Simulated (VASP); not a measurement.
# Ru (P6_3/mmc) in VASP: notebook

Ru is run at these levels: LDA; tasks: vibrations by perturbation theory, elastic constants.

All numbers are computed with VASP 6.6.1; they aren't measurements. Logs are shortened: lines on timing, memory, paths and dates and some standing lists are left out, and cuts for length are marked.

### 1 The cell of the first run

The structure is hexagonal, space group P6_3/mmc (No. 194). Conventional cell: a = 2.663 Å, b = 2.663 Å, c = 4.209 Å, α = 90.00°, β = 90.00°, γ = 120.00°. Ru (site symmetry -6m2) has 12 Ru at 2.61 to 2.66 Å within 3.4 Å.

### 2 Vibrations by perturbation theory, LDA

INCAR

```
PREC = Accurate
ENCUT = 520
EDIFF = 1E-8
ISMEAR = -1
SIGMA = 0.15
LREAL = F
LASPH = T
NELM = 80
ALGO = Fast
ISIF = 2
LWAVE = F
LCHARG = F
GGA = CA
NBANDS = 21
IBRION = 8
NSW = 1
```

KPOINTS

```
regular mesh
0
Gamma
  18 18 10
```

POSCAR

```
Ru
1.0
    2.6634364002      0.0000000000      0.0000000000
   -1.3317182001      2.3066035839      0.0000000000
    0.0000000000      0.0000000000      4.2093007244
Ru
2
Direct
    0.3333333333      0.6666666667      0.2500000000
    0.6666666667      0.3333333333      0.7500000000
```

Potentials or basis: VASP PAW LDA potentials, release 64 (Ru_pv).

Run with:

```console
$ cat potpaw_LDA.64/Ru_pv/POTCAR > POTCAR
$ mpirun -np 1 vasp_std > vasp.out
```

OUTCAR:

```text
PREC = Accurate
   ENCUT = 520
   EDIFF = 1E-8
   ISMEAR = -1
   LREAL = F
   LASPH = T
   NELM = 80
   ISIF = 2
   GGA = CA
   IBRION = 8
   NSW = 1

 ion  position               nearest neighbor table
   1  0.333  0.667  0.250-   2 2.61   2 2.61   2 2.61   2 2.61   2 2.61   2 2.61
   2  0.667  0.333  0.750-   1 2.61   1 2.61   1 2.61   1 2.61   1 2.61   1 2.61

  LATTYP: Found a hexagonal cell.
 ALAT       =     2.6634364002
 C/A-ratio  =     1.5804021917

  Lattice vectors:

 A1 = (   2.6634364002,   0.0000000000,   0.0000000000)
 A2 = (  -1.3317182001,   2.3066035839,   0.0000000000)
 A3 = (   0.0000000000,   0.0000000000,   4.2093007244)

Analysis of symmetry for initial positions (statically):
=====================================================================
 Subroutine PRICEL returns:
 Original cell was already a primitive cell.

 Routine SETGRP: Setting up the symmetry group for a
 hexagonal supercell.

 Subroutine GETGRP returns: Found 24 space group operations
 (whereof 12 operations were pure point group operations)
 out of a pool of 24 trial point group operations.

The static configuration has the point symmetry D_3d.
 The point group associated with its full space group is D_6h.

Analysis of symmetry for dynamics (positions and initial velocities):
=====================================================================
 Subroutine PRICEL returns:
 Original cell was already a primitive cell.

 Routine SETGRP: Setting up the symmetry group for a
 hexagonal supercell.

 Subroutine GETGRP returns: Found 24 space group operations
 (whereof 12 operations were pure point group operations)
 out of a pool of 24 trial point group operations.

The dynamic configuration has the point symmetry D_3d.
 The point group associated with its full space group is D_6h.

 Subroutine INISYM returns: Found 24 space group operations
 (whereof 12 operations are pure point group operations),
 and found     1 'primitive' translations

----------------------------------------------------------------------------------------

                                     Primitive cell

  volume of cell :      25.8598

  direct lattice vectors                    reciprocal lattice vectors
     2.663436400  0.000000000  0.000000000     0.375454807  0.216768934  0.000000000
    -1.331718200  2.306603584  0.000000000     0.000000000  0.433537868  0.000000000
     0.000000000  0.000000000  4.209300724     0.000000000  0.000000000  0.237569151

  length of vectors
     2.663436400  2.663436400  4.209300724     0.433537868  0.433537868  0.237569151

  position of ions in fractional coordinates (direct lattice)
     0.333333333  0.666666667  0.250000000
     0.666666667  0.333333333  0.750000000

  ion indices of the primitive-cell ions
   primitive index   ion index
                 1           1
                 2           2

----------------------------------------------------------------------------------------

 KPOINTS: regular mesh

Automatic generation of k-mesh.
 Grid dimensions read from file:
 generate k-points for:   18   18   10

 Generating k-lattice:

  Cartesian coordinates                     Fractional coordinates (reciprocal lattice)
     0.020858600  0.012042719  0.000000000     0.055555556 -0.000000000  0.000000000
     0.000000000  0.024085437  0.000000000     0.000000000  0.055555556  0.000000000
     0.000000000  0.000000000  0.023756915     0.000000000  0.000000000  0.100000000

  Length of vectors
     0.024085437  0.024085437  0.023756915

  Shift w.r.t. Gamma in fractional coordinates (k-lattice)
     0.000000000  0.000000000  0.000000000

[... 78 lines left out ...]
   IVDW    =     0    specifies the selected vdW correction
   LEPSILON=     F    determine dielectric tensor
   LRPA    =     F    only Hartree local field effects (RPA)
 non-spin polarized calculation
 RMM-DIIS sequential band-by-band and
  energy-cutoff  :      520.00
  volume of cell :       25.86
 maximum number of plane-waves:       714
 NGX is ok and might be reduce to    20
   NGX =  9   NGY =  9   NGZ = 15

--------------------------------------- Ionic step        1  -------------------------------------------

 number of electron      27.9999991 magnetization

 Free energy of the ion-electron system (eV)
  ---------------------------------------------------
  ext. energy  EPLUGINS =         0.00000000
  ---------------------------------------------------
  free energy    TOTEN  =       -21.44063321 eV

  energy without entropy =      -21.32592677  energy(sigma->0) =      -21.38327999

 E-fermi :  13.6312     XC(G=0): -14.6818

 val. band max:       13.6298694153   @ k =   0.2222   0.1111   0.1000
 cond. band min:      13.6313139128   @ k =   0.4444   0.1111   0.5000
 fundamental gap:      0.0014444975
 Fermi energy:        13.6312292828

 k-point     1 :       0.0000    0.0000    0.0000
  band No.  band energies     occupation
      1     -30.0457      2.00000
      2     -28.9297      2.00000
      3     -28.9297      2.00000
      4     -28.7274      2.00000
      5     -28.7274      2.00000
      6     -28.6780      2.00000
[... 565 lines left out ...]
     20      25.9439      0.00000
     21      26.2561      0.00000

 [... further k-points ...]

------------------------ aborting loop because EDIFF is reached ----------------------------------------

  FORCE on cell =-STRESS in cart. coord.  units (eV):
  Direction    XX          YY          ZZ          XY          YZ          ZX
  --------------------------------------------------------------------------------------
  -------------------------------------------------------------------------------------
  Total        0.9727783      0.9727783      0.9912675      0.0000000      0.0000000      0.0000000
  in kB       60.2697236     60.2697236     61.4152461      0.0000000      0.0000000      0.0000000
  external PRESSURE =      60.6515645 kB  Pullay stress =       0.0000000 kB

 VOLUME and BASIS-vectors are now :
 -----------------------------------------------------------------------------
  energy-cutoff  :      520.00
  volume of cell :       25.86
      direct lattice vectors                 reciprocal lattice vectors
     2.663436400  0.000000000  0.000000000     0.375454807  0.216768934  0.000000000
    -1.331718200  2.306603584  0.000000000     0.000000000  0.433537868  0.000000000
     0.000000000  0.000000000  4.209300724     0.000000000  0.000000000  0.237569151

 POSITION                                       TOTAL-FORCE (eV/Angst)
 -----------------------------------------------------------------------------------
     -0.00000      1.53774      1.05233         0.000000     -0.000000      0.000000
      1.33172      0.76887      3.15698        -0.000000      0.000000      0.000000
 -----------------------------------------------------------------------------------
    total drift:                               -0.000000      0.000000     -0.000000

  FREE ENERGIE OF THE ION-ELECTRON SYSTEM (eV)
  ---------------------------------------------------
  free  energy   TOTEN  =       -21.4406332058 eV

  energy  without entropy=      -21.3259267674  energy(sigma->0) =      -21.38327999

[... ionic steps 2 to 3 ...]

--------------------------------------- Ionic step        4  -------------------------------------------

------------------------ aborting loop because EDIFF is reached ----------------------------------------

[... ionic steps 5 to 5 ...]

--------------------------------------- Ionic step        6  -------------------------------------------

 Free energy of the ion-electron system (eV)
  ---------------------------------------------------
  ---------------------------------------------------
  free energy    TOTEN  =        -0.73460607 eV

  energy without entropy =       -0.73460607

------------------------ aborting loop because EDIFF is reached ----------------------------------------

 INTERNAL STRAIN TENSOR  FOR ION    1  DIRECTION 3   (eV/Angst):
 -----------------------------------------------------------------------------
    -0.06316  0.00000 -0.00000
     0.00000 -0.06316 -0.00000
     0.00000  0.00000  0.13352

 INTERNAL STRAIN TENSOR FOR ION    2 for displacements in x,y,z  (eV/Angst):
          X           Y           Z          XY          YZ          ZX
  --------------------------------------------------------------------------------
  x     0.00000     0.00000     0.00000     3.42118     0.00000     0.00000
  y     3.42118    -3.42118     0.00000     0.00000     0.00000     0.00000
  z     0.00000     0.00000     0.00000     0.00000    -0.00000     0.00000

 SECOND DERIVATIVES (NOT SYMMETRIZED)
 ------------------------------------
               1X          1Y          1Z          2X          2Y          2Z
  1X    -8.059853    0.000000    0.000000    8.059853    0.000000    0.000000
  1Y     0.000000   -8.059853    0.000000    0.000000    8.059853    0.000000
  1Z     0.000000    0.000000  -14.804152    0.000000    0.000000   14.804152
  2X     8.059853    0.000000    0.000000   -8.059853    0.000000    0.000000
  2Y     0.000000    8.059853    0.000000    0.000000   -8.059853    0.000000
  2Z     0.000000    0.000000   14.804152    0.000000    0.000000  -14.804152

 Eigenvectors and eigenvalues of the dynamical matrix
 ----------------------------------------------------

   1 f  =    8.461481 THz    53.165050 2PiTHz  282.244609 cm-1    34.993856 meV
             X         Y         Z           dx          dy          dz
     -0.000000  1.537736  1.052325     0.000000    0.000000    0.707107
      1.331718  0.768868  3.156976     0.000000   -0.000000   -0.707107
[... 16 lines left out ...]
   5 f  =    0.000000 THz     0.000000 2PiTHz    0.000001 cm-1     0.000000 meV
             X         Y         Z           dx          dy          dz
     -0.000000  1.537736  1.052325     0.000000   -0.017480   -0.706891
      1.331718  0.768868  3.156976     0.000000   -0.017480   -0.706891

   6 f/i=    0.000000 THz     0.000001 2PiTHz    0.000003 cm-1     0.000000 meV
             X         Y         Z           dx          dy          dz
     -0.000000  1.537736  1.052325     0.000000   -0.706891    0.017480
      1.331718  0.768868  3.156976     0.000000   -0.706891    0.017480

--------------------------------------------------------------------------------------------------------

 ELASTIC MODULI CONTR FROM IONIC RELAXATION (kBar)
 Direction    XX          YY          ZZ          XY          YZ          ZX
 --------------------------------------------------------------------------------
 XX         -89.9727     89.9727     -0.0000      0.0000      0.0000     -0.0000
 YY          89.9727    -89.9727      0.0000      0.0000      0.0000     -0.0000
 ZZ          -0.0000      0.0000     -0.0000      0.0000      0.0000      0.0000
 XY           0.0000      0.0000      0.0000    -89.9727      0.0000      0.0000
 YZ           0.0000      0.0000      0.0000      0.0000     -0.0000      0.0000
 ZX          -0.0000     -0.0000      0.0000      0.0000      0.0000     -0.0000
 --------------------------------------------------------------------------------
```

Wall time 11 min (1 thread of Intel Xeon Platinum 8488C (Sapphire Rapids), shared host); peak memory 0.95 GiB.

Results:

```
Highest phonon frequency at Γ : 282 cm⁻¹
```

Phonon frequencies in cm⁻¹ (negative: imaginary):
| q point | frequencies |
| --- | --- |
| (0.000, 0.000, 0.000) | 0 0 0 208 208 282 |

Caveat: the cell stands under pressure or tension, which shifts response properties.

### 3 Vibrations by perturbation theory, LDA

This run uses another cell than the first one, of 13.10 Å³/atom.

INCAR

```
SYSTEM = Ru
PREC = Accurate
ENCUT = 520
EDIFF = 1E-8
ISMEAR = -1
SIGMA = 0.15
LREAL = .False.
LASPH = .True.
NELM = 80
ALGO = Normal
ISIF = 2
LWAVE = .False.
LCHARG = .False.
IBRION = 8
NSW = 1
```

KPOINTS

```
regular mesh
0
Gamma
  18 18 10
  0 0 0
```

POSCAR

```
Ru
1.0
    2.6758287781      0.0000000000      0.0000000000
   -1.3379143890      2.3173356980      0.0000000000
    0.0000000000      0.0000000000      4.2263838640
Ru
2
Direct
    0.3333333333      0.6666666667      0.2500000000
    0.6666666667      0.3333333333      0.7500000000
```

Potentials or basis: VASP PAW LDA potentials, release 64 (Ru_pv).

Run with:

```console
$ cat potpaw_LDA.64/Ru_pv/POTCAR > POTCAR
$ mpirun -np 1 vasp_std > vasp.out
```

OUTCAR:

```text
SYSTEM = Ru
   PREC = Accurate
   ENCUT = 520
   EDIFF = 1E-8
   ISMEAR = -1
   LREAL = .False.
   LASPH = .True.
   NELM = 80
   ISIF = 2
   IBRION = 8
   NSW = 1

 ion  position               nearest neighbor table
   1  0.333  0.667  0.250-   2 2.62   2 2.62   2 2.62   2 2.62   2 2.62   2 2.62
   2  0.667  0.333  0.750-   1 2.62   1 2.62   1 2.62   1 2.62   1 2.62   1 2.62

  LATTYP: Found a hexagonal cell.
 ALAT       =     2.6758287781
 C/A-ratio  =     1.5794672285

  Lattice vectors:

 A1 = (   2.6758287781,   0.0000000000,   0.0000000000)
 A2 = (  -1.3379143890,   2.3173356980,   0.0000000000)
 A3 = (   0.0000000000,   0.0000000000,   4.2263838640)

Analysis of symmetry for initial positions (statically):
=====================================================================
 Subroutine PRICEL returns:
 Original cell was already a primitive cell.

 Routine SETGRP: Setting up the symmetry group for a
 hexagonal supercell.

 Subroutine GETGRP returns: Found 24 space group operations
 (whereof 12 operations were pure point group operations)
 out of a pool of 24 trial point group operations.

The static configuration has the point symmetry D_3d.
 The point group associated with its full space group is D_6h.

Analysis of symmetry for dynamics (positions and initial velocities):
=====================================================================
 Subroutine PRICEL returns:
 Original cell was already a primitive cell.

 Routine SETGRP: Setting up the symmetry group for a
 hexagonal supercell.

 Subroutine GETGRP returns: Found 24 space group operations
[... 702 lines left out ...]

------------------------ aborting loop because EDIFF is reached ----------------------------------------

[... ionic steps 5 to 5 ...]

--------------------------------------- Ionic step        6  -------------------------------------------

 Free energy of the ion-electron system (eV)
  ---------------------------------------------------
  ---------------------------------------------------
  free energy    TOTEN  =        -0.73403660 eV

  energy without entropy =       -0.73403660

------------------------ aborting loop because EDIFF is reached ----------------------------------------

 INTERNAL STRAIN TENSOR  FOR ION    1  DIRECTION 3   (eV/Angst):
 -----------------------------------------------------------------------------
    -0.06257 -0.00000  0.00000
    -0.00000 -0.06257 -0.00000
     0.00000  0.00000  0.13214

 INTERNAL STRAIN TENSOR FOR ION    2 for displacements in x,y,z  (eV/Angst):
          X           Y           Z          XY          YZ          ZX
  --------------------------------------------------------------------------------
  x     0.00000    -0.00000    -0.00000     3.15554     0.00000     0.00000
  y     3.15554    -3.15554     0.00000    -0.00000     0.00000     0.00000
  z     0.00000     0.00000    -0.00000    -0.00000     0.00000     0.00000

 SECOND DERIVATIVES (NOT SYMMETRIZED)
 ------------------------------------
               1X          1Y          1Z          2X          2Y          2Z
  1X    -7.747008   -0.000000    0.000000    7.747008    0.000000    0.000000
  1Y    -0.000000   -7.747008    0.000000    0.000000    7.747008    0.000000
  1Z     0.000000    0.000000  -13.756072   -0.000000    0.000000   13.756072
  2X     7.747008    0.000000    0.000000   -7.747008   -0.000000    0.000000
  2Y     0.000000    7.747008    0.000000   -0.000000   -7.747008    0.000000
  2Z    -0.000000    0.000000   13.756072    0.000000    0.000000  -13.756072

 Eigenvectors and eigenvalues of the dynamical matrix
 ----------------------------------------------------

   1 f  =    8.156462 THz    51.248561 2PiTHz  272.070279 cm-1    33.732400 meV
             X         Y         Z           dx          dy          dz
     -0.000000  1.544890  1.056596     0.000000    0.000000   -0.707107
      1.337914  0.772445  3.169788    -0.000000   -0.000000    0.707107
[... 11 lines left out ...]
   4 f  =    0.000000 THz     0.000000 2PiTHz    0.000001 cm-1     0.000000 meV
             X         Y         Z           dx          dy          dz
     -0.000000  1.544890  1.056596     0.063974    0.182220    0.680223
      1.337914  0.772445  3.169788     0.063974    0.182220    0.680223

   5 f/i=    0.000000 THz     0.000000 2PiTHz    0.000002 cm-1     0.000000 meV
             X         Y         Z           dx          dy          dz
     -0.000000  1.544890  1.056596     0.677686    0.169749   -0.109208
      1.337914  0.772445  3.169788     0.677686    0.169749   -0.109208

   6 f/i=    0.000000 THz     0.000001 2PiTHz    0.000003 cm-1     0.000000 meV
             X         Y         Z           dx          dy          dz
     -0.000000  1.544890  1.056596    -0.191438    0.661801   -0.159281
      1.337914  0.772445  3.169788    -0.191438    0.661801   -0.159281

--------------------------------------------------------------------------------------------------------

 ELASTIC MODULI CONTR FROM IONIC RELAXATION (kBar)
 Direction    XX          YY          ZZ          XY          YZ          ZX
 --------------------------------------------------------------------------------
 XX         -78.5794     78.5794      0.0000     -0.0000      0.0000     -0.0000
 YY          78.5794    -78.5794     -0.0000     -0.0000      0.0000     -0.0000
 ZZ           0.0000     -0.0000     -0.0000      0.0000      0.0000      0.0000
 XY          -0.0000     -0.0000      0.0000    -78.5794      0.0000      0.0000
 YZ           0.0000      0.0000      0.0000      0.0000      0.0000      0.0000
 ZX          -0.0000     -0.0000      0.0000      0.0000      0.0000     -0.0000
 --------------------------------------------------------------------------------
```

OSZICAR:

```text
N       E                     dE             d eps       ncg     rms          rms(c)
DAV:   1     0.284935847634E+03    0.28494E+03   -0.18069E+04  8000   0.174E+03
DAV:   2    -0.160374440115E+02   -0.30097E+03   -0.29499E+03  8444   0.499E+02
DAV:   3    -0.228242471823E+02   -0.67868E+01   -0.66110E+01  8394   0.807E+01
DAV:   4    -0.228939548954E+02   -0.69708E-01   -0.68218E-01  9940   0.713E+00
[... 61 lines left out ...]
RMM:  21    -0.734036613005E+00    0.41730E-08   -0.44978E-07 13618   0.573E-05    0.286E-06
RMM:  22    -0.734036615618E+00   -0.26124E-08   -0.33557E-07 17920   0.545E-05    0.149E-06
RMM:  23    -0.734036608236E+00    0.73815E-08   -0.20400E-07  9494   0.512E-05    0.114E-06
RMM:  24    -0.734036606722E+00    0.15141E-08   -0.16521E-07 10007   0.497E-05    0.112E-06
RMM:  25    -0.734036601968E+00    0.47541E-08   -0.98043E-08  8526   0.486E-05    0.110E-06
 Linear response finished
```

It took 10 min on 1 thread of Intel Xeon Platinum 8488C (Sapphire Rapids), shared host; peak memory 0.87 GiB.

Results:

```
Highest phonon frequency at Γ : 272 cm⁻¹
```

Phonon frequencies in cm⁻¹ (negative: imaginary):
```csv
q point,frequencies
"(0.000, 0.000, 0.000)",0 0 0 204 204 272
```

[end of part 1 of 3]
